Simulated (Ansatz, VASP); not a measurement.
## One calculation of Sn, two programs

File POSCAR:

```
Sn
1.0
   -2.9482820713      2.9504023647      1.5888172584
    2.9504023647     -2.9482820713      1.5888172584
    2.9460530987      2.9460530987     -1.5849306448
Sn
2
Direct
    0.0000251473      0.9999748527      0.0000000000
    0.7499748527      0.2500251473      0.5000000000
```

File INCAR.step1:

```
SYSTEM = Sn
PREC = Accurate
ENCUT = 520
ISMEAR = 0
SIGMA = 0.6
LREAL = .FALSE.
LASPH = .TRUE.
NELM = 80
NBANDS = 21
GGA = PE
ALGO = Normal
EDIFF = 1E-4
LWAVE = .TRUE.
LCHARG = .FALSE.
```

Contents of INCAR.step2:

```
SYSTEM = Sn
PREC = Accurate
ENCUT = 520
EDIFF = 1E-6
ISMEAR = 0
SIGMA = 0.6
LREAL = .FALSE.
LASPH = .TRUE.
NELM = 80
ALGO = Normal
ISIF = 2
LWAVE = .FALSE.
LCHARG = .TRUE.
METAGGA = R2SCAN
LMIXTAU = .TRUE.
LELF = .TRUE.
LVHAR = .TRUE.
NBANDS = 21
ISTART = 1
```

KPOINTS

```
regular mesh
0
G
  11 11 8
  0 0 0
```

Input for Ansatz:

```yaml
crystal:
  lattice:
    - [-2.9482820713, 2.9504023647, 1.5888172584]
    - [2.9504023647, -2.9482820713, 1.5888172584]
    - [2.9460530987, 2.9460530987, -1.5849306448]
  atoms:
    - { symbol: Sn, position: [2.51473e-05, 0.9999748527, 0.0] }
    - { symbol: Sn, position: [0.7499748527, 0.2500251473, 0.5] }
hamiltonian:
  xc: r2scan
  pseudopotentials:
    kind: paw
    azcp:
      Sn: "pseudopotentials/Sn.paw.azcp"
basis:
  ecutwfc: 500
  fft_grid_basis: typed
kpoints:
  mp_grid: { grid: [11, 11, 8], shift: [0, 0, 0] }
magnetization:
  spin_polarized: false
scf:
  occupations: { method: gaussian, width: 0.6 }
  lower_state_search: "off"
output:
  stress: true
```

Alike in both runs: task single point; functional r2SCAN; k mesh 11 × 11 × 8; occupations gaussian, width 0.6 eV; no spin polarisation.

|  | VASP | Ansatz |
| --- | --- | --- |
| version | VASP 6.6.1 | Ansatz 0.2.0 |
| potentials or method | VASP PAW PBE potentials, release 64 (Sn_d), cutoff 520 eV | plane waves (500 eV) with PAW, scalar-relativistic |
| valence electrons in the cell | 28 | 28 |

```csv
,VASP,Ansatz,Ansatz less VASP
pressure (GPa),0.2,0.2,+0.01
```

VASP's potentials were made for PBE, not for r2SCAN.
